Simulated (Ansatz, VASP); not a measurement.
## One calculation of Ba, two programs

```
Ba
1.0
     4.07163    0.00000    0.00000
     0.00000    4.07163    0.00000
     0.00000    0.00000    4.07163
Ba
1
Cartesian
  0.0000 0.0000 0.0000
```

Alike in both runs: task relaxation of cell and atoms; functional PBEsol; k mesh 8 × 8 × 8; occupations fermi-dirac, width 0.1 eV; no spin polarisation.

```csv
,VASP,Ansatz
version,VASP 6.6.1,Ansatz 0.2.0
potentials or method,"VASP PAW PBE potentials, release 64 (Ba_sv), cutoff 600 eV","plane waves (420 eV) with PAW, scalar-relativistic"
valence electrons in the cell,10,10
```

Ansatz gave:

```
relaxed volume (Å³/atom)                                     : 55.22
relaxed cell length with the largest relative difference (Å) : 3.808
```

Problem. Estimate VASP's values.

Solution. Relaxed volume (Å³/atom): 56.65; relaxed cell length with the largest relative difference (Å): 3.841.

VASP's potentials were made for PBE, not for PBEsol, and Ansatz warns of the same on its side.

Neither program's run includes spin-orbit coupling. Noted on VASP's run: the volume moved by over 15 % at a fixed basis, so the end points are rough.
